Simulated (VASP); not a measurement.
The system is TcRu.

```
CELL_PARAMETERS angstrom
2.72486 0.00000 0.00000
-1.36243 2.35980 0.00000
0.00000 0.00000 4.31289
ATOMIC_POSITIONS crystal
Tc 0.00000 0.00000 0.00000
Ru 0.33333 0.66667 0.50000
```

Base run:

* Program: VASP 6.6.1
* Functional: PBEsol
* Potentials or basis: VASP PAW PBE potentials, release 64 (Tc_pv, Ru_pv)
* Cutoff: 500 eV
* k mesh: 9 × 9 × 5
* Occupations: gaussian, width 0.1 eV
* Spin: no spin polarisation

Its results: pressure -5.4 GPa.

Q: The run is repeated on the same cell with these changes: k mesh from 9 × 9 × 5 to 5 × 5 × 3. What comes out?

A: Pressure -6.8 GPa.

Caveats: some runs use coarse meshes; the PAW data sets were made with another functional, which shifts forces and pressure a little.
